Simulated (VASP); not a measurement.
Set up this calculation in VASP 6.6.1, as the native input.

```
Task                   : single point
Functional             : PBE
Potentials or basis    : VASP PAW PBE potentials, release 64 (K_sv)
Cutoff                 : 520 eV
k mesh                 : 8 × 8 × 8
Occupations            : fermi-dirac, width 0.1 eV
Spin                   : non-collinear spin, zero start, spin-orbit coupling
Starting moments       : [[0.0, 0.0, 0.0]] μB
Dipole correction      : no
Further INCAR settings : ALGO = Normal; EDIFF = 1e-06; NBANDS = 20
```

The structure of K lies in POSCAR:

```
K
1.0
    0.0000000000      3.3341509471      3.3341509471
    3.3341509471      0.0000000000      3.3341509471
    3.3341509471      3.3341509471      0.0000000000
K
1
Direct
    0.0000000000      0.0000000000      0.0000000000
```

This isn't the form of K at room conditions, which is bcc.

One way to write it, as run:

INCAR

```
PREC = Accurate
ENCUT = 520
EDIFF = 1E-6
ISMEAR = -1
SIGMA = 0.1
LREAL = False
LASPH = True
NELM = 150
ALGO = Normal
ISIF = 2
LWAVE = False
LCHARG = False
LNONCOLLINEAR = True
MAGMOM = 0 0 0
LORBIT = 11
LSORBIT = True
GGA_COMPAT = False
LORBMOM = True
GGA = PE
NBANDS = 20
```

KPOINTS

```
Automatic mesh
0
Gamma
  8 8 8
```

Potentials or basis: VASP PAW PBE potentials, release 64 (K_sv).

Run with:

```bash
$ cat potpaw_PBE.64/K_sv/POTCAR > POTCAR
$ mpirun -np 1 vasp_ncl > vasp.out
```

Results of the run:

```yaml
Pressure: 0.0 GPa
Net_moment: 0.00 μB per cell
Valence_electrons_inside_the_program's_atomic_spheres: K 7.54
```

Run time: 110 s on 1 thread of Intel(R) Xeon(R) Platinum 8259CL CPU @ 2.50GHz (Skylake/Cascade Lake) (shared host), peak memory 0.4 GiB.
